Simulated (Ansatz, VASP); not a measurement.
Two plane-wave programs on C

```
C
1.0
     2.49731    0.00000    0.00000
     0.00000    3.53172    0.00000
     0.00000    0.00000   18.49730
C
6
Direct
  0.75000 0.09797 0.43956
  0.25000 0.90203 0.43956
  0.25000 0.60988 0.50000
  0.75000 0.39012 0.50000
  0.75000 0.09797 0.56044
  0.25000 0.90203 0.56044
```

Alike in both runs: task single point; functional LDA; k mesh 10 × 7 × 1; occupations fermi-dirac, width 0.02 eV; no spin polarisation.

|  | VASP | Ansatz |
| --- | --- | --- |
| version | VASP 6.6.1 | Ansatz 0.2.0 |
| potentials or method | VASP PAW LDA potentials, release 64 (C) | PAW with Ansatz's default frozen-core files, scalar-relativistic |
| plane-wave cutoff (eV) | 520 | 420 |
| valence electrons in the cell | 24 | 24 |

```tsv
	VASP	Ansatz	Ansatz less VASP
rms of the force components (eV/Å)	0.029	0.002	-0.0270
```

LDA's correlation is that of Perdew and Zunger in VASP and of Perdew and Wang (1992) in Ansatz. Atom by atom the forces differ by 0.028 eV/Å (rms over components).
